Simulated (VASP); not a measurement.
## LiCl: single point with r2SCAN

Crystal: LiCl.

```
Li Cl
1.0
     0.00000    2.73304    2.73304
     2.73304    0.00000    2.73304
     2.73304    2.73304    0.00000
Li Cl
1 1
Direct
  0.00000 0.00000 0.00000
  0.25000 0.25000 0.25000
```

```json
{
 "Program": "VASP 6.6.1",
 "Task": "single point",
 "Functional": "r2SCAN",
 "Potentials or basis": "VASP PAW PBE potentials, release 64 (Li_sv, Cl)",
 "Cutoff": "520 eV",
 "k mesh": "8 × 8 × 8",
 "Occupations": "gaussian, width 0.01 eV",
 "Spin": "no spin polarisation",
 "Dipole correction": "no",
 "Further INCAR settings": "ALGO = Normal; EDIFF = 1e-06; NBANDS = 12"
}
```

The band gap on the k mesh is 6.77 eV, direct.

Levels at points of the mesh, in eV from the valence-band top:
```csv
k point,band 1,band 2,band 3,band 4,band 5,band 6,band 7,band 8,band 9,band 10
"(0.00, 0.00, 0.00)",-44.13,-13.30,0.00,0.00,0.00,6.77,11.05,11.05,11.05,15.32
"(0.50, 0.00, 0.00)",-44.13,-13.00,-2.04,-0.29,-0.29,9.21,11.13,11.13,11.47,17.09
"(0.50, 0.50, 0.00)",-44.13,-12.90,-1.65,-0.85,-0.85,7.18,10.44,14.68,15.12,15.12
```

It took 52 s on 1 thread of AMD EPYC 9R14 (Zen 4), with other jobs on the host, peak memory 0.13 GiB.

Caveat: the PAW data sets were made with another functional, which shifts forces and pressure a little. r2SCAN opens gaps a little over a GGA but as a rule still falls short of measured ones.
